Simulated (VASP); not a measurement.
Wanted: the native input for a VASP 6.6.1 run.

* Task: single point
* Functional: LDA
* Potentials or basis: VASP PAW LDA potentials, release 64 (C)
* Cutoff: 520 eV
* k mesh: 21 × 21 × 1
* Occupations: gaussian, width 0.1 eV
* Spin: no spin polarisation
* Dipole correction: yes
* Further INCAR settings: ALGO = Normal; EDIFF = 1e-07; NBANDS = 11

The structure of C lies in POSCAR:

```
C
1.0
    2.4657067203      0.0000000000      0.0000000000
   -1.2328533601      2.1353646581      0.0000000000
    0.0000000000      0.0000000000     26.0000000000
C
2
Direct
    0.0000000000      0.0000000000      0.5000000000
    0.6666666667      0.3333333333      0.5000000000
```

One way to write it, as run:

INCAR

```
PREC = Accurate
ENCUT = 520
EDIFF = 1E-7
ISMEAR = 0
SIGMA = 0.1
LREAL = F
LASPH = T
NELM = 80
ALGO = Normal
ISIF = 2
LWAVE = F
LCHARG = F
LDIPOL = T
IDIPOL = 3
DIPOL = 0.5 0.5 0.500
NBANDS = 11
```

KPOINTS

```
regular mesh
0
Gamma
  21 21 1
```

Potentials or basis: VASP PAW LDA potentials, release 64 (C).

Run with:

```bash
$ cat potpaw_LDA.64/C/POTCAR > POTCAR
$ mpirun -np 1 vasp_std > vasp.out
```

Results of the run:

```
Band gap on the k mesh : zero (filled and empty bands touch)
```

Wall time 100 s on 1 thread of Intel(R) Xeon(R) 6975P-C (Granite Rapids), with other jobs on the host, peak memory 0.21 GiB.
